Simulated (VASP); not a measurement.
# Ge (P4_32_12) in VASP: relaxation of cell and atoms with RPBE

Aim: the relaxation of cell and atoms of Ge with RPBE.

Program: VASP 6.6.1. These are calculated values, not measurements. Logs are shortened: lines on timing, memory, paths and dates and some standing lists are left out, and cuts for length are marked.

**1. The cell of the first run**

It takes space group P4_32_12 (No. 96, tetragonal). The conventional cell has a = 5.930 Å, b = 5.930 Å, c = 6.980 Å, α = 90.00°, β = 90.00°, γ = 90.00°. Ge (site symmetry 2) has 4 Ge at 2.48 to 2.49 Å within 3.3 Å. Within 3.3 Å of Ge (site symmetry 1) lie 4 Ge at 2.48 to 2.49 Å.

**2. Relaxation of cell and atoms, RPBE**

Input file INCAR:

```
SYSTEM = Ge
PREC = Accurate ; ENCUT = 600
EDIFF = 1E-6 ; ISMEAR = -1
SIGMA = 0.05 ; LREAL = .FALSE.
LASPH = .TRUE. ; NELM = 60
ALGO = Normal ; ISIF = 3
LWAVE = .FALSE. ; LCHARG = .FALSE.
GGA = RP ; IBRION = 2
NSW = 80 ; EDIFFG = -0.01
```

Input file KPOINTS:

```
regular mesh
0
G
  3 3 3
  0 0 0
```

Input file POSCAR:

```
Ge
1.0
    5.9300000000      0.0000000000      0.0000000000
    0.0000000000      5.9300000000      0.0000000000
    0.0000000000      0.0000000000      6.9800000000
Ge
12
Direct
    0.0912000000      0.0912000000      0.0000000000
    0.4088000000      0.5912000000      0.7500000000
    0.9088000000      0.9088000000      0.5000000000
    0.5912000000      0.4088000000      0.2500000000
    0.1730000000      0.3784000000      0.2486000000
    0.1216000000      0.6730000000      0.9986000000
    0.8270000000      0.6216000000      0.7486000000
    0.8784000000      0.3270000000      0.4986000000
    0.6730000000      0.1216000000      0.0014000000
    0.6216000000      0.8270000000      0.2514000000
    0.3270000000      0.8784000000      0.5014000000
    0.3784000000      0.1730000000      0.7514000000
```

Potentials or basis: VASP PAW PBE potentials, release 64 (Ge_d).

Launch:

```sh
> cat potpaw_PBE.64/Ge_d/POTCAR > POTCAR
> mpirun -np 1 vasp_std > vasp.out
```

OUTCAR:

```text
SYSTEM = Ge
   PREC = Accurate
   ENCUT = 600
   EDIFF = 1E-6
   ISMEAR = -1
   LREAL = .FALSE.
   LASPH = .TRUE.
   NELM = 60
   ISIF = 3
   GGA = RP
   IBRION = 2
   NSW = 80
   EDIFFG = -0.01

 ion  position               nearest neighbor table
   1  0.091  0.091  0.000-   5 2.48  12 2.48   9 2.49   6 2.49
   2  0.409  0.591  0.750-   6 2.48  11 2.48   7 2.49  12 2.49
   3  0.909  0.909  0.500-   7 2.48  10 2.48   8 2.49  11 2.49
   4  0.591  0.409  0.250-   8 2.48   9 2.48   5 2.49  10 2.49
   5  0.173  0.378  0.249-   1 2.48   4 2.49   6 2.49   8 2.49
   6  0.122  0.673  0.999-   2 2.48   1 2.49   5 2.49   7 2.49
   7  0.827  0.622  0.749-   3 2.48   2 2.49   6 2.49   8 2.49
   8  0.878  0.327  0.499-   4 2.48   3 2.49   5 2.49   7 2.49
   9  0.673  0.122  0.001-   4 2.48   1 2.49  10 2.49  12 2.49
  10  0.622  0.827  0.251-   3 2.48   4 2.49   9 2.49  11 2.49
  11  0.327  0.878  0.501-   2 2.48   3 2.49  10 2.49  12 2.49
  12  0.378  0.173  0.751-   1 2.48   2 2.49   9 2.49  11 2.49

  LATTYP: Found a simple tetragonal cell.
 ALAT       =     5.9300000000
 C/A-ratio  =     1.1770657673

  Lattice vectors:

 A1 = (   5.9300000000,   0.0000000000,   0.0000000000)
 A2 = (   0.0000000000,   5.9300000000,   0.0000000000)
 A3 = (   0.0000000000,   0.0000000000,   6.9800000000)

Analysis of symmetry for initial positions (statically):
=====================================================================
 Subroutine PRICEL returns:
 Original cell was already a primitive cell.

 Routine SETGRP: Setting up the symmetry group for a
 simple tetragonal supercell.

 Subroutine GETGRP returns: Found  8 space group operations
 (whereof  2 operations were pure point group operations)
 out of a pool of 16 trial point group operations.

The static configuration has the point symmetry C_2 .
 The point group associated with its full space group is D_4 .

Analysis of symmetry for dynamics (positions and initial velocities):
=====================================================================
 Subroutine PRICEL returns:
 Original cell was already a primitive cell.

 Routine SETGRP: Setting up the symmetry group for a
 simple tetragonal supercell.

 Subroutine GETGRP returns: Found  8 space group operations
 (whereof  2 operations were pure point group operations)
 out of a pool of 16 trial point group operations.

The dynamic configuration has the point symmetry C_2 .
 The point group associated with its full space group is D_4 .

 Subroutine INISYM returns: Found  8 space group operations
 (whereof  2 operations are pure point group operations),
 and found     1 'primitive' translations

----------------------------------------------------------------------------------------

                                     Primitive cell

  volume of cell :     245.4510

  direct lattice vectors                    reciprocal lattice vectors
     5.930000000  0.000000000  0.000000000     0.168634064  0.000000000  0.000000000
     0.000000000  5.930000000  0.000000000     0.000000000  0.168634064  0.000000000
     0.000000000  0.000000000  6.980000000     0.000000000  0.000000000  0.143266476

  length of vectors
     5.930000000  5.930000000  6.980000000     0.168634064  0.168634064  0.143266476

  position of ions in fractional coordinates (direct lattice)
     0.091200000  0.091200000  0.000000000
     0.408800000  0.591200000  0.750000000
     0.908800000  0.908800000  0.500000000
     0.591200000  0.408800000  0.250000000
     0.173000000  0.378400000  0.248600000
     0.121600000  0.673000000  0.998600000
     0.827000000  0.621600000  0.748600000
     0.878400000  0.327000000  0.498600000
     0.673000000  0.121600000  0.001400000
     0.621600000  0.827000000  0.251400000
     0.327000000  0.878400000  0.501400000
     0.378400000  0.173000000  0.751400000

  ion indices of the primitive-cell ions
   primitive index   ion index
                 1           1
                 2           2
                 3           3
                 4           4
                 5           5
                 6           6
                 7           7
                 8           8
                 9           9
                10          10
                11          11
                12          12

----------------------------------------------------------------------------------------

 KPOINTS: regular mesh

Automatic generation of k-mesh.
 Grid dimensions read from file:
 generate k-points for:    3    3    3

 Generating k-lattice:

  Cartesian coordinates                     Fractional coordinates (reciprocal lattice)
     0.056211355  0.000000000  0.000000000     0.333333333  0.000000000  0.000000000
     0.000000000  0.056211355  0.000000000     0.000000000  0.333333333  0.000000000
     0.000000000  0.000000000  0.047755492     0.000000000  0.000000000  0.333333333

  Length of vectors
     0.056211355  0.056211355  0.047755492

  Shift w.r.t. Gamma in fractional coordinates (k-lattice)
     0.000000000  0.000000000  0.000000000

 Subroutine IBZKPT returns following result:
 ===========================================

 Found      6 irreducible k-points:

 Following reciprocal coordinates:
            Coordinates               Weight
  0.000000  0.000000  0.000000      1.000000
  0.333333  0.000000  0.000000      4.000000
  0.333333  0.333333  0.000000      4.000000
  0.000000  0.000000  0.333333      2.000000
  0.333333  0.000000  0.333333      8.000000
  0.333333  0.333333  0.333333      8.000000
   k-points           NKPTS =      6   k-points in BZ     NKDIM =      6   number of bands    NBANDS=    100
   number of dos      NEDOS =    301   number of ions     NIONS =     12
   total plane-waves  NPLWV = 129024
   dimension x,y,z NGX =    48 NGY =   48 NGZ =   56
   dimension x,y,z NGXF=    96 NGYF=   96 NGZF=  112
   ions per type =              12
   NGX,Y,Z   is equivalent  to a cutoff of  13.46, 13.46, 13.34 a.u.
   NGXF,Y,Z  is equivalent  to a cutoff of  26.91, 26.91, 26.68 a.u.
 SYSTEM =  Ge
   PREC   = accura    normal or accurate (medium, high low for compatibility)
   ISTART =      0    job   : 0-new  1-cont  2-samecut
   ICHARG =      2    charge: 1-file 2-atom 10-const
   ISPIN  =      1    spin polarized calculation?
   LNONCOLLINEAR =      F non collinear calculations
   LSORBIT =      F    spin-orbit coupling
   LASPH  =      T    aspherical Exc in radial PAW
   ENCUT  =  600.0 eV  44.10 Ry    6.64 a.u.  11.84 11.84 13.94*2*pi/ulx,y,z
   NELM   =     60;   NELMIN=  2; NELMDL= -5     # of ELM steps
   EDIFF  = 0.1E-05   stopping-criterion for ELM
   LREAL  =      F    real-space projection
   EDIFFG = -.1E-01   stopping-criterion for IOM
   NSW    =     80    number of steps for IOM
   IBRION =      2    ionic relax: 0-MD 1-quasi-New 2-CG
   NFREE  =      1    steps in history (QN), initial steepest desc. (CG)
   ISIF   =      3    stress and relaxation
   ISYM   =      2    0-nonsym 1-usesym 2-fastsym
   POTIM  = 0.5000    time-step for ionic-motion
   TEBEG  =    0.0;   TEEND  =   0.0 temperature during run
   PSTRESS=    0.0 pullay stress
   NELECT =     168.0000    total number of electrons
   NUPDOWN=      -1.0000    fix difference up-down
   EMIN   =  10.00;   EMAX   =-10.00  energy-range for DOS
   EFERMI =   0.00;   METHOD = LEGACY
   ISMEAR =    -1;   SIGMA  =   0.05  broadening in eV -4-tet -1-fermi 0-gaus
   EFERMI_NEDOS =   21; number of points for ismear=-14 and -15
   IALGO  =     38    algorithm
   IMIX   =      4    mixing-type and parameters
     AMIX     =   0.40;   BMIX     =  1.00
     AMIX_MAG =   1.60;   BMIX_MAG =  1.00
  volume/ion in A,a.u.               =      20.45       138.03
  Fermi-wavevector in a.u.,A,eV,Ry     =   1.442745  2.726393 28.320716  2.081514
  Thomas-Fermi vector in A             =   2.561231
   LORBIT       =      0    0 simple, 1 ext, 2 COOP (PROOUT), +10 PAW based schemes
   GGA     = RP    functional components
   LHFCALC =     F    Hartree Fock is set to
   AEXX    =    0.0000 exact exchange contribution
   IVDW    =     0    specifies the selected vdW correction
   LEPSILON=     F    determine dielectric tensor
   LRPA    =     F    only Hartree local field effects (RPA)
 conjugate gradient relaxation of ions
 non-spin polarized calculation
  energy-cutoff  :      600.00
  volume of cell :      245.45
 maximum number of plane-waves:      8208
 NGX is ok and might be reduce to    48
   NGX = 23   NGY = 23   NGZ = 27

--------------------------------------- Ionic step        1  -------------------------------------------

 number of electron     167.9999955 magnetization

 Free energy of the ion-electron system (eV)
  ---------------------------------------------------
  ext. energy  EPLUGINS =         0.00000000
  ---------------------------------------------------
  free energy    TOTEN  =       -47.82430308 eV

  energy without entropy =      -47.82338019  energy(sigma->0) =      -47.82384164

------------------------ aborting loop because EDIFF is reached ----------------------------------------

  FORCE on cell =-STRESS in cart. coord.  units (eV):
  Direction    XX          YY          ZZ          XY          YZ          ZX
  --------------------------------------------------------------------------------------
  -------------------------------------------------------------------------------------
  Total        7.7438584      7.7438584     10.6929477      0.0000000      0.0000000      0.0000000
  in kB       50.5479068     50.5479068     69.7980380      0.0000000      0.0000000      0.0000000
  external PRESSURE =      56.9646172 kB  Pullay stress =       0.0000000 kB
[... 119 lines left out ...]
  FREE ENERGIE OF THE ION-ELECTRON SYSTEM (eV)
  ---------------------------------------------------
  free  energy   TOTEN  =       -48.1932875430 eV

  energy  without entropy=      -48.1872248964  energy(sigma->0) =      -48.19025622

[... ionic steps 4 to 10 ...]

--------------------------------------- Ionic step       11  -------------------------------------------

 number of electron     168.0000157 magnetization

------------------------ aborting loop because EDIFF is reached ----------------------------------------

  FORCE on cell =-STRESS in cart. coord.  units (eV):
  Direction    XX          YY          ZZ          XY          YZ          ZX
  --------------------------------------------------------------------------------------
  -------------------------------------------------------------------------------------
  Total       -0.0055779     -0.0055779      0.3713756     -0.0000000      0.0000000      0.0000000
  in kB       -0.0337349     -0.0337349      2.2460624     -0.0000000      0.0000000      0.0000000
  external PRESSURE =       0.7261976 kB  Pullay stress =       0.0000000 kB
[... 77 lines left out ...]
  energy  without entropy=      -48.2115463916  energy(sigma->0) =      -48.21401081

--------------------------------------- Ionic step       13  -------------------------------------------

 number of electron     168.0000149 magnetization

 Free energy of the ion-electron system (eV)
  ---------------------------------------------------
  ext. energy  EPLUGINS =         0.00000000
  ---------------------------------------------------
  free energy    TOTEN  =       -48.21667397 eV

  energy without entropy =      -48.21179456  energy(sigma->0) =      -48.21423427

 E-fermi :   4.8580     XC(G=0): -10.1273

 val. band max:        4.6858169812   @ k =   0.3333   0.3333   0.0000
 cond. band min:       5.0219936449   @ k =   0.3333   0.3333   0.0000
 fundamental gap:      0.3361766637
 Fermi energy:         4.8580181985

 k-point     1 :       0.0000    0.0000    0.0000
  band No.  band energies     occupation
      1     -19.6583      2.00000
      2     -19.6396      2.00000
      3     -19.6396      2.00000
      4     -19.6298      2.00000
      5     -19.6267      2.00000
      6     -19.6266      2.00000
[... 583 lines left out ...]
     95       8.3030      0.00000
     96       8.5853      0.00000
 [bands above 96 left out]

------------------------ aborting loop because EDIFF is reached ----------------------------------------

  FORCE on cell =-STRESS in cart. coord.  units (eV):
  Direction    XX          YY          ZZ          XY          YZ          ZX
  --------------------------------------------------------------------------------------
  -------------------------------------------------------------------------------------
  Total        0.0257163      0.0257163      0.0934536      0.0000000      0.0000000     -0.0000000
  in kB        0.1550280      0.1550280      0.5633760      0.0000000      0.0000000     -0.0000000
  external PRESSURE =       0.2911440 kB  Pullay stress =       0.0000000 kB
[... 27 lines left out ...]
  FREE ENERGIE OF THE ION-ELECTRON SYSTEM (eV)
  ---------------------------------------------------
  free  energy   TOTEN  =       -48.2166739740 eV

  energy  without entropy=      -48.2117945574  energy(sigma->0) =      -48.21423427

 reached required accuracy - stopping structural energy minimisation
```

It took 19 min on 1 thread of Intel Xeon 6975P-C (Granite Rapids), shared host; peak memory 0.42 GiB.

Results:

| Item | Value |
| --- | --- |
| Free energy | -48.2167 eV |
| Relaxed volume | 22.15 Å³/atom |
| Relaxed cell | a = 6.055 Å, b = 6.055 Å, c = 7.250 Å, α = 90.00°, β = 90.00°, γ = 90.00° |
| Space group after relaxing (to 0.1 Å) | P4_32_12 (No. 96) |
| Energy gained by relaxing | 32.7 meV/atom |
| Ionic steps | 13 |
| Pressure after relaxing | 0.0 GPa |
| Largest force after relaxing | 0.007 eV/Å |
| Band gap on the k mesh | 0.34 eV |

Forces in eV/Å, atoms in the order of the input:
```
Ge  -0.005 -0.005  0.000
Ge   0.005 -0.005  0.000
Ge   0.005  0.005  0.000
Ge  -0.005  0.005  0.000
Ge   0.004 -0.001 -0.003
Ge   0.001  0.004 -0.003
Ge  -0.004  0.001 -0.003
Ge  -0.001 -0.004 -0.003
Ge   0.004  0.001  0.003
Ge   0.001 -0.004  0.003
Ge  -0.004 -0.001  0.003
Ge  -0.001  0.004  0.003
```

Step by step:
| step | energy change (eV) | largest force (eV/Å) | pressure (GPa) | volume (Å³) |
| --- | --- | --- | --- | --- |
| 1 | 0.0000 | 0.3496 | 5.70 | 245.45 |
| 2 | -0.3418 | 0.1628 | -1.24 | 272.19 |
| 3 | -0.3690 | 0.1181 | -0.03 | 265.93 |
| 4 | -0.3750 | 0.0973 | 0.02 | 265.98 |
| 5 | -0.3839 | 0.0778 | -0.09 | 266.10 |
| 6 | -0.3840 | 0.0863 | 0.00 | 266.12 |
| 7 | -0.3875 | 0.0588 | -0.03 | 266.13 |
| 8 | -0.3907 | 0.0269 | -0.06 | 266.16 |
| 9 | -0.3901 | 0.0579 | -0.13 | 266.21 |
| 10 | -0.3915 | 0.0378 | -0.10 | 266.18 |
| 11 | -0.3917 | 0.0326 | 0.07 | 264.91 |
| 12 | -0.3922 | 0.0175 | 0.04 | 265.55 |
| 13 | -0.3924 | 0.0067 | 0.03 | 265.77 |

Final structure:
```xyz
12
Lattice="6.0548 0.0000 0.0000 0.0000 6.0548 0.0000 0.0000 0.0000 7.2495" Properties=species:S:1:pos:R:3 pbc="T T T"
Ge    0.5282    0.5282    0.0000
Ge    2.4992    3.5556    5.4371
Ge    5.5266    5.5266    3.6248
Ge    3.5556    2.4992    1.8124
Ge    1.0309    2.2508    1.8276
Ge    0.7766    4.0583    0.0153
Ge    5.0239    3.8040    5.4524
Ge    5.2782    1.9965    3.6400
Ge    4.0583    0.7766    7.2342
Ge    3.8040    5.0239    1.7971
Ge    1.9965    5.2782    3.6095
Ge    2.2508    1.0309    5.4219
```

Levels at points of the mesh, in eV from the valence-band top:
| k point | band 82 | band 83 | band 84 | band 85 | band 86 | band 87 |
| --- | --- | --- | --- | --- | --- | --- |
| (0.00, 0.00, 0.00) | -0.84 | -0.84 | -0.25 | 1.40 | 1.67 | 1.67 |

Caveat: semilocal functionals underestimate gaps, and a narrow one can read as zero; the PAW data sets were made with another functional, which shifts forces and pressure a little.
